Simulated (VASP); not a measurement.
# TePb (Fm-3m) in VASP: single point with PBE

Aim: the single point of TePb with PBE.

All numbers are computed with VASP 6.6.1; they aren't measurements. Logs are shortened: lines on timing, memory, paths and dates and some standing lists are left out, and cuts for length are marked.

## 1. The cell of the first run

The structure is cubic, space group Fm-3m (No. 225). Conventional cell: a = 6.542 Å, b = 6.542 Å, c = 6.542 Å, α = 90.00°, β = 90.00°, γ = 90.00°. Within 4.3 Å of Te (site symmetry m-3m) lie 6 Pb at 3.27 Å. Pb (site symmetry m-3m) has 6 Te at 3.27 Å within 4.3 Å.

## 2. Single point, PBE

Input file POSCAR:

```
TePb
1.0
    0.0000000000      3.2708968051      3.2708968051
    3.2708968051      0.0000000000      3.2708968051
    3.2708968051      3.2708968051      0.0000000000
Te Pb
1 1
Direct
    0.0000000000      0.0000000000      0.0000000000
    0.5000000000      0.5000000000      0.5000000000
```

Input file INCAR.step1:

```
ALGO     = Normal         # electronic algorithm
EDIFF    = 1E-6           # SCF threshold, eV
ENCUT    = 400            # plane-wave cutoff, eV
GGA      = PE             # functional
GGA_COMPAT= F            
ISIF     = 2              # what is computed and relaxed
ISMEAR   = -4             # smearing method
LASPH    = T              # aspherical terms in the spheres
LCHARG   = T              # write CHGCAR
LORBIT   = 11             # projections on sites
LREAL    = F              # projectors in reciprocal space
LWAVE    = F              # write WAVECAR
NBANDS   = 17             # bands
NEDOS    = 2001           # points of the DOS
NELM     = 120            # most SCF steps
PREC     = Accurate       # precision mode
SIGMA    = 0.1            # smearing width, eV
```

Input file KPOINTS.step1:

```
k-points
0
Gamma
  4 4 4
```

Input file INCAR.step2:

```
ALGO     = Normal         # electronic algorithm
EDIFF    = 1E-6           # SCF threshold, eV
ENCUT    = 400            # plane-wave cutoff, eV
GGA      = PE             # functional
GGA_COMPAT= F            
ICHARG   = 11             # starting density
ISIF     = 2              # what is computed and relaxed
ISMEAR   = -5             # smearing method
LASPH    = T              # aspherical terms in the spheres
LCHARG   = F              # write CHGCAR
LORBIT   = 11             # projections on sites
LREAL    = F              # projectors in reciprocal space
LWAVE    = F              # write WAVECAR
NEDOS    = 1001           # points of the DOS
NELM     = 120            # most SCF steps
PREC     = Accurate       # precision mode
SIGMA    = 0.1            # smearing width, eV
```

Input file KPOINTS.step2:

```
k-points
0
Gamma
  6 6 6
```

Potentials or basis: VASP PAW PBE potentials, release 64 (Te, Pb_d).

The run is started by

```
$ cat potpaw_PBE.64/Te/POTCAR potpaw_PBE.64/Pb_d/POTCAR > POTCAR
$ cp INCAR.step1 INCAR
$ cp KPOINTS.step1 KPOINTS
$ mpirun -np 1 vasp_std > vasp.out
$ cp INCAR.step2 INCAR
$ cp KPOINTS.step2 KPOINTS
$ mpirun -np 1 vasp_std > vasp.out
```

OUTCAR:

```text
EDIFF = 1E-6
   ENCUT = 400
   GGA = PE
   ICHARG = 11
   ISIF = 2
   ISMEAR = -5
   LASPH = T
   LORBIT = 11
   LREAL = F
   NELM = 120
   PREC = Accurate

 ion  position               nearest neighbor table
   1  0.000  0.000  0.000-   2 3.27   2 3.27   2 3.27   2 3.27   2 3.27   2 3.27
   2  0.500  0.500  0.500-   1 3.27   1 3.27   1 3.27   1 3.27   1 3.27   1 3.27

  LATTYP: Found a face centered cubic cell.
 ALAT       =     6.5417936102

  Lattice vectors:

 A1 = (   0.0000000000,   3.2708968051,   3.2708968051)
 A2 = (   3.2708968051,   0.0000000000,   3.2708968051)
 A3 = (   3.2708968051,   3.2708968051,   0.0000000000)

Analysis of symmetry for initial positions (statically):
=====================================================================
 Subroutine PRICEL returns:
 Original cell was already a primitive cell.

 Routine SETGRP: Setting up the symmetry group for a
 face centered cubic supercell.

 Subroutine GETGRP returns: Found 48 space group operations
 (whereof 48 operations were pure point group operations)
 out of a pool of 48 trial point group operations.

The static configuration has the point symmetry O_h .

Analysis of symmetry for dynamics (positions and initial velocities):
=====================================================================
 Subroutine PRICEL returns:
 Original cell was already a primitive cell.

 Routine SETGRP: Setting up the symmetry group for a
 face centered cubic supercell.

 Subroutine GETGRP returns: Found 48 space group operations
 (whereof 48 operations were pure point group operations)
 out of a pool of 48 trial point group operations.

The dynamic configuration has the point symmetry O_h .

 Subroutine INISYM returns: Found 48 space group operations
 (whereof 48 operations are pure point group operations),
 and found     1 'primitive' translations

----------------------------------------------------------------------------------------

                                     Primitive cell

  volume of cell :      69.9891

  direct lattice vectors                    reciprocal lattice vectors
     0.000000000  3.270896805  3.270896805    -0.152863276  0.152863276  0.152863276
     3.270896805  0.000000000  3.270896805     0.152863276 -0.152863276  0.152863276
     3.270896805  3.270896805  0.000000000     0.152863276  0.152863276 -0.152863276

  length of vectors
     4.625746623  4.625746623  4.625746623     0.264766960  0.264766960  0.264766960

  position of ions in fractional coordinates (direct lattice)
     0.000000000  0.000000000  0.000000000
     0.500000000  0.500000000  0.500000000

  ion indices of the primitive-cell ions
   primitive index   ion index
                 1           1
                 2           2

----------------------------------------------------------------------------------------

 KPOINTS: k-points

Automatic generation of k-mesh.
 Grid dimensions read from file:
 generate k-points for:    6    6    6

 Generating k-lattice:

  Cartesian coordinates                     Fractional coordinates (reciprocal lattice)
    -0.025477213  0.025477213  0.025477213     0.166666667  0.000000000  0.000000000
     0.025477213 -0.025477213  0.025477213     0.000000000  0.166666667  0.000000000
     0.025477213  0.025477213 -0.025477213     0.000000000  0.000000000  0.166666667

  Length of vectors
     0.044127827  0.044127827  0.044127827

  Shift w.r.t. Gamma in fractional coordinates (k-lattice)
     0.000000000  0.000000000  0.000000000

 TETIRR: Found     35 inequivalent tetrahedra from     1296

 Subroutine IBZKPT returns following result:
 ===========================================

 Found     16 irreducible k-points:

 Following reciprocal coordinates:
            Coordinates               Weight
  0.000000  0.000000  0.000000      1.000000
  0.166667  0.000000  0.000000      8.000000
  0.333333  0.000000  0.000000      8.000000
  0.500000  0.000000  0.000000      4.000000
  0.166667  0.166667  0.000000      6.000000
  0.333333  0.166667  0.000000     24.000000
[... 8 lines left out ...]
 -0.333333  0.333333  0.166667     24.000000
 -0.333333  0.500000  0.166667     12.000000
   k-points           NKPTS =     16   k-points in BZ     NKDIM =     16   number of bands    NBANDS=     14
   number of dos      NEDOS =   1001   number of ions     NIONS =      2
   total plane-waves  NPLWV =  27000
   dimension x,y,z NGX =    30 NGY =   30 NGZ =   30
   dimension x,y,z NGXF=    60 NGYF=   60 NGZF=   60
   ions per type =               1   1
   NGX,Y,Z   is equivalent  to a cutoff of  10.78, 10.78, 10.78 a.u.
   NGXF,Y,Z  is equivalent  to a cutoff of  21.56, 21.56, 21.56 a.u.
 SYSTEM =  unknown system
   PREC   = accura    normal or accurate (medium, high low for compatibility)
   ISTART =      0    job   : 0-new  1-cont  2-samecut
   ICHARG =     11    charge: 1-file 2-atom 10-const
   ISPIN  =      1    spin polarized calculation?
   LNONCOLLINEAR =      F non collinear calculations
   LSORBIT =      F    spin-orbit coupling
   LASPH  =      T    aspherical Exc in radial PAW
   ENCUT  =  400.0 eV  29.40 Ry    5.42 a.u.   7.54  7.54  7.54*2*pi/ulx,y,z
   NELM   =    120;   NELMIN=  2; NELMDL=  0     # of ELM steps
   EDIFF  = 0.1E-05   stopping-criterion for ELM
   LREAL  =      F    real-space projection
   EDIFFG = 0.1E-04   stopping-criterion for IOM
   NSW    =      0    number of steps for IOM
   IBRION =     -1    ionic relax: 0-MD 1-quasi-New 2-CG
   NFREE  =      0    steps in history (QN), initial steepest desc. (CG)
   ISIF   =      2    stress and relaxation
   ISYM   =      2    0-nonsym 1-usesym 2-fastsym
   POTIM  = 0.5000    time-step for ionic-motion
   TEBEG  =    0.0;   TEEND  =   0.0 temperature during run
   PSTRESS=    0.0 pullay stress
   NELECT =      20.0000    total number of electrons
   NUPDOWN=      -1.0000    fix difference up-down
   EMIN   =  10.00;   EMAX   =-10.00  energy-range for DOS
   EFERMI =   0.00;   METHOD = LEGACY
   ISMEAR =    -5;   SIGMA  =   0.10  broadening in eV -4-tet -1-fermi 0-gaus
   EFERMI_NEDOS =   21; number of points for ismear=-14 and -15
   IALGO  =     38    algorithm
   IMIX   =      4    mixing-type and parameters
     AMIX     =   0.40;   BMIX     =  1.00
     AMIX_MAG =   1.60;   BMIX_MAG =  1.00
  volume/ion in A,a.u.               =      34.99       236.15
  Fermi-wavevector in a.u.,A,eV,Ry     =   1.078304  2.037700 15.820039  1.162740
  Thomas-Fermi vector in A             =   2.214239
   LORBIT       =     11    0 simple, 1 ext, 2 COOP (PROOUT), +10 PAW based schemes
   GGA     = PE    functional components
   LHFCALC =     F    Hartree Fock is set to
   AEXX    =    0.0000 exact exchange contribution
   IVDW    =     0    specifies the selected vdW correction
   LEPSILON=     F    determine dielectric tensor
   LRPA    =     F    only Hartree local field effects (RPA)
 non-spin polarized calculation
 Fermi weights with tetrahedron method with Bloechl corrections
  energy-cutoff  :      400.00
  volume of cell :       69.99
 maximum number of plane-waves:      1303

 number of electron      20.0000012 magnetization

 Free energy of the ion-electron system (eV)
  ---------------------------------------------------
  ext. energy  EPLUGINS =         0.00000000
  ---------------------------------------------------
  free energy    TOTEN  =        -7.52252024 eV

  energy without entropy =       -7.52252024  energy(sigma->0) =       -7.52252024

 E-fermi :   5.1579     XC(G=0):  -9.1386

 val. band max:        5.1488257830   @ k =   0.5000   0.0000   0.0000
 cond. band min:       5.9570278297   @ k =   0.5000   0.0000   0.0000
 fundamental gap:      0.8082020468
 Fermi energy:         5.1578610915

 k-point     1 :       0.0000    0.0000    0.0000
  band No.  band energies     occupation
      1     -11.5173      2.00000
      2     -11.5173      2.00000
      3     -11.5076      2.00000
      4     -11.5076      2.00000
      5     -11.5076      2.00000
      6      -6.5646      2.00000
      7      -0.5335      2.00000
      8       3.9476      2.00000
      9       3.9476      2.00000
     10       3.9476      2.00000
     11       9.1894      0.00000
     12       9.1894      0.00000
     13       9.1894      0.00000
     14      11.0356      0.00000

 k-point     2 :       0.1667    0.0000    0.0000
  band No.  band energies     occupation
      1     -11.5199      2.00000
      2     -11.5199      2.00000
      3     -11.5070      2.00000
      4     -11.5044      2.00000
      5     -11.5044      2.00000
      6      -6.3405      2.00000
      7      -1.1799      2.00000
      8       4.0159      2.00000
      9       4.0159      2.00000
     10       4.2788      2.00000
     11       8.0515      0.00000
     12       8.3038      0.00000
     13       8.3038      0.00000
     14      10.8990      0.00000

 k-point     3 :       0.3333    0.0000    0.0000
  band No.  band energies     occupation
      1     -11.5261      2.00000
      2     -11.5261      2.00000
      3     -11.5058      2.00000
      4     -11.4968      2.00000
      5     -11.4968      2.00000
      6      -5.7332      2.00000
      7      -2.4554      2.00000
      8       4.2188      2.00000
      9       4.2188      2.00000
     10       4.8004      2.00000
     11       6.6514      0.00000
     12       7.0695      0.00000
     13       7.0695      0.00000
     14      11.7952      0.00000
[... 188 lines left out ...]
 k-point    15 :      -0.3333    0.3333    0.1667
  band No.  band energies     occupation
      1     -11.5468      2.00000
      2     -11.5208      2.00000
      3     -11.5014      2.00000
      4     -11.4994      2.00000
      5     -11.4884      2.00000
      6      -4.9618      2.00000
      7      -2.8654      2.00000
      8       2.0692      2.00000
      9       2.1708      2.00000
     10       4.8007      2.00000
     11       6.6995      0.00000
     12       9.6265      0.00000
     13       9.9094      0.00000
     14      11.7633      0.00000

 k-point    16 :      -0.3333    0.5000    0.1667
  band No.  band energies     occupation
      1     -11.5573      2.00000
      2     -11.5149      2.00000
      3     -11.5086      2.00000
      4     -11.4934      2.00000
      5     -11.4854      2.00000
      6      -4.9057      2.00000
      7      -2.5599      2.00000
      8       1.2634      2.00000
      9       2.0475      2.00000
     10       4.0115      2.00000
     11       7.9346      0.00000
     12       9.5666      0.00000
     13      11.0223      0.00000
     14      11.0727      0.00000

------------------------ aborting loop because EDIFF is reached ----------------------------------------

  FORCE on cell =-STRESS in cart. coord.  units (eV):
  Direction    XX          YY          ZZ          XY          YZ          ZX
  --------------------------------------------------------------------------------------
  -------------------------------------------------------------------------------------
  Total        0.2562961      0.2562961      0.2562961      0.0000000     -0.0000000      0.0000000
  in kB        5.8670806      5.8670806      5.8670806      0.0000000     -0.0000000      0.0000000
  external PRESSURE =       5.8670806 kB  Pullay stress =       0.0000000 kB

 VOLUME and BASIS-vectors are now :
 -----------------------------------------------------------------------------
  energy-cutoff  :      400.00
  volume of cell :       69.99
      direct lattice vectors                 reciprocal lattice vectors
     0.000000000  3.270896805  3.270896805    -0.152863276  0.152863276  0.152863276
     3.270896805  0.000000000  3.270896805     0.152863276 -0.152863276  0.152863276
     3.270896805  3.270896805  0.000000000     0.152863276  0.152863276 -0.152863276

 POSITION                                       TOTAL-FORCE (eV/Angst)
 -----------------------------------------------------------------------------------
      0.00000      0.00000      0.00000        -0.000000      0.000000      0.000000
      3.27090      3.27090      3.27090         0.000000     -0.000000     -0.000000
 -----------------------------------------------------------------------------------
    total drift:                                0.000000      0.000000      0.000000

  FREE ENERGIE OF THE ION-ELECTRON SYSTEM (eV)
  ---------------------------------------------------
  free  energy   TOTEN  =        -7.5225202432 eV

  energy  without entropy=       -7.5225202432  energy(sigma->0) =       -7.52252024

 total charge

# of ion       s       p       d       tot
------------------------------------------
    1        1.374   1.993   0.016   3.383
    2        1.462   0.558   9.831  11.850
--------------------------------------------------
tot          2.835   2.551   9.847  15.233
```

Run time: 30 s. Hardware: 1 thread of Intel Xeon 8259CL, shared host; peak memory 0.16 GiB.

What came out:

```
Valence electrons inside the program's atomic spheres : Te 3.38; Pb 11.85
```

Caveat: spin-orbit coupling is left out, which moves the levels of the heavy elements.
